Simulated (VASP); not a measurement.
Wanted: the native input for a VASP 6.6.1 run.

```yaml
Task: relaxation of cell and atoms
Functional: PBEsol
Potentials_or_basis: VASP PAW PBE potentials, release 64 (Be, H)
Cutoff: 600 eV
k_mesh: 12 × 12 × 12
Occupations: fermi-dirac, width 0.03 eV
Spin: no spin polarisation
Dipole_correction: no
Further_INCAR_settings: ALGO = Normal; EDIFF = 1e-07; IBRION = 2; EDIFFG = -0.01; NSW = 100; ISIF = 3
```

The structure of BeH2 lies in POSCAR:

```
BeH2
1.0
    0.0000000000      1.5514653659      1.5514653659
    1.5514653659      0.0000000000      1.5514653659
    1.5514653659      1.5514653659      0.0000000000
Be H
1 2
Direct
    0.0000000000      0.0000000000      0.0000000000
    0.2500000000      0.2500000000      0.2500000000
    0.7500000000      0.7500000000      0.7500000000
```

These files were run (other wordings do the same):

INCAR

```
PREC = Accurate ; ENCUT = 600
EDIFF = 1E-7 ; ISMEAR = -1
SIGMA = 0.03 ; LREAL = F
LASPH = T ; NELM = 120
ALGO = Normal ; ISIF = 3
LWAVE = F ; LCHARG = F
GGA = PS ; IBRION = 2
NSW = 100 ; EDIFFG = -0.01
GGA_COMPAT = F ; NELMIN = 4
```

KPOINTS

```
Automatic mesh
0
Gamma
  12 12 12
```

Potentials or basis: VASP PAW PBE potentials, release 64 (Be, H).

Launch:

```bash
$ cat potpaw_PBE.64/Be/POTCAR potpaw_PBE.64/H/POTCAR > POTCAR
$ mpirun -np 1 vasp_std > vasp.out
```

It gave:

```
Relaxed volume                        : 5.03 Å³/atom
Relaxed cell                          : a = 2.774 Å, b = 2.774 Å, c = 2.774 Å, α = 60.00°, β = 60.00°, γ = 60.00°
Space group after relaxing (to 0.1 Å) : Fm-3m (No. 225)
Energy gained by relaxing             : 1035.4 meV/atom
Ionic steps                           : 6
Pressure after relaxing               : 0.1 GPa
Band gap on the k mesh                : zero (bands 2 and 3 overlap by 5.27 eV)
```

Caveat: the volume moved by over 15 % at a fixed basis, so the end points are rough; the structure was generated, so it needn't be the stable form of BeH2; the PAW data sets were made with another functional, which shifts forces and pressure a little.

Run time: 9.7 s on 1 thread of Intel(R) Xeon(R) Platinum 8559C (Emerald Rapids), on a shared host, peak memory 0.11 GiB.
